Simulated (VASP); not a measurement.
Set up this calculation in VASP 6.6.1, as the native input.

```yaml
Task: single point
Functional: PBE
Potentials_or_basis: VASP PAW PBE potentials, release 64 (Li_sv, Co, Cl)
Cutoff: 520 eV
k_mesh: 8 × 8 × 8
Occupations: gaussian, width 0.1 eV
Spin: collinear spin, ferromagnetic start
Starting_moments: "[0.0, 2.21, 0.0, 0.0, 0.0] μB"
Dipole_correction: no
Further_INCAR_settings: ALGO = Normal; EDIFF = 1e-06; NBANDS = 28
```

The structure of LiCoCl3 lies in POSCAR:

```
LiCoCl3
1.0
    4.7552578591      0.0000000000      0.0000000000
    0.0000000000      4.7552578591      0.0000000000
    0.0000000000      0.0000000000      4.7552578591
Li Co Cl
1 1 3
Direct
    0.0000000000      0.0000000000      0.0000000000
    0.5000000000      0.5000000000      0.5000000000
    0.0000000000      0.5000000000      0.5000000000
    0.5000000000      0.0000000000      0.5000000000
    0.5000000000      0.5000000000      0.0000000000
```

These files were run (other wordings do the same):

INCAR

```
PREC     = Accurate       # precision mode
ENCUT    = 520            # plane-wave cutoff, eV
EDIFF    = 1E-6           # SCF threshold, eV
ISMEAR   = 0              # smearing method
SIGMA    = 0.1            # smearing width, eV
LREAL    = F              # projectors in reciprocal space
LASPH    = T              # aspherical terms in the spheres
NELM     = 150            # most SCF steps
ALGO     = Normal         # electronic algorithm
ISIF     = 2              # what is computed and relaxed
LWAVE    = F              # write WAVECAR
LCHARG   = F              # write CHGCAR
ISPIN    = 2              # spin polarisation
MAGMOM   = 0 2.21 0 0 0   # initial moments
LORBIT   = 11             # projections on sites
LMAXMIX  = 4              # l up to which the mixer works
GGA      = PE             # functional
NBANDS   = 28             # bands
```

KPOINTS

```
Automatic mesh
0
Gamma
  8 8 8
```

Potentials or basis: VASP PAW PBE potentials, release 64 (Li_sv, Co, Cl).

The run is started by

```bash
$ cat potpaw_PBE.64/Li_sv/POTCAR potpaw_PBE.64/Co/POTCAR potpaw_PBE.64/Cl/POTCAR > POTCAR
$ mpirun -np 1 vasp_std > vasp.out
```

Results of the run:

```json
{
 "Net moment": "2.25 μB per cell",
 "Site moments": "Li +0.00; Co +2.04; Cl +0.04 μB",
 "Valence electrons inside the program's atomic spheres": "Li 1.99; Co 7.82; Cl 5.13"
}
```

Caveat: a cell with one magnetic atom can't hold antiferromagnetic order, which such compounds often take.

Wall time 86 s on 1 thread of Intel(R) Xeon(R) 6975P-C (Granite Rapids) (shared host), peak memory 0.33 GiB.
